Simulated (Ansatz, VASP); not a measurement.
## KI: VASP beside Ansatz

Contents of INCAR:

```
  PREC = Accurate
  ENCUT = 500
  EDIFF = 1E-6
  ISMEAR = -1
  SIGMA = 0.02
  LREAL = F
  LASPH = T
  NELM = 120
  ALGO = Normal
  ISIF = 2
  LWAVE = F
  LCHARG = F
  GGA = PE
  NBANDS = 15
  GGA_COMPAT = F
```

The input KPOINTS:

```
regular mesh
0
Gamma
  6 6 6
```

Contents of POSCAR:

```
KI
1.0
    0.0000000000      3.5327750000      3.5327750000
    3.5327750000      0.0000000000      3.5327750000
    3.5327750000      3.5327750000      0.0000000000
I K
1 1
Direct
    0.5000000000      0.5000000000      0.5000000000
    0.0000000000      0.0000000000      0.0000000000
```

The input input.yaml:

```yaml
crystal:
  lattice:
    - [0.0, 3.532775, 3.532775]
    - [3.532775, 0.0, 3.532775]
    - [3.532775, 3.532775, 0.0]
  atoms:
    - { symbol: I, position: [0.5, 0.5, 0.5] }
    - { symbol: K, position: [0.0, 0.0, 0.0] }
kpoints:
  mp_grid: { grid: [6, 6, 6] }
  band_path:
    path:
      - [[0.0, 0.0, 0.0], [0.5, 0.0, 0.5], [0.625, 0.25, 0.625]]
      - [[0.375, 0.375, 0.75], [0.0, 0.0, 0.0], [0.5, 0.5, 0.5], [0.5, 0.25, 0.75], [0.5, 0.0, 0.5]]
    npoints: 10
hamiltonian:
  xc: pbe
scf:
  occupations: { method: fermi_dirac, width: 0.02 }
  n_extra_bands: 4
output:
  forces: true
  stress: true
  eigenvalues: true
```

Alike in both runs: functional PBE; k mesh 6 × 6 × 6; occupations fermi-dirac, width 0.02 eV; no spin polarisation.

|  | VASP | Ansatz |
| --- | --- | --- |
| version | VASP 6.6.1 | Ansatz 0.2.0 |
| potentials or method | VASP PAW PBE potentials, release 64 (I, K_sv) | Ansatz PAW |
| plane-wave cutoff (eV) | 500 | 420 |
| valence electrons in the cell | 16 | 26 |
| task | single point | band structure |

VASP gave:

| Property | Result |
| --- | --- |
| gap on the k mesh at the Fermi level (eV) | 3.96 |
| least direct gap on the mesh (eV) | 3.96 |
| pressure (GPa) | 0.6 |

Task: What did Ansatz give for the same quantities?

Result: gap on the k mesh at the Fermi level (eV): 3.97; least direct gap on the mesh (eV): 3.97; pressure (GPa): 0.6.

With one functional, cell and mesh, what is left measures potentials, basis and numerics. VASP's potentials hold 16 valence electrons a cell and Ansatz's 26, so a difference there can come from the potentials and not from the codes.

Spin-orbit coupling is off throughout.
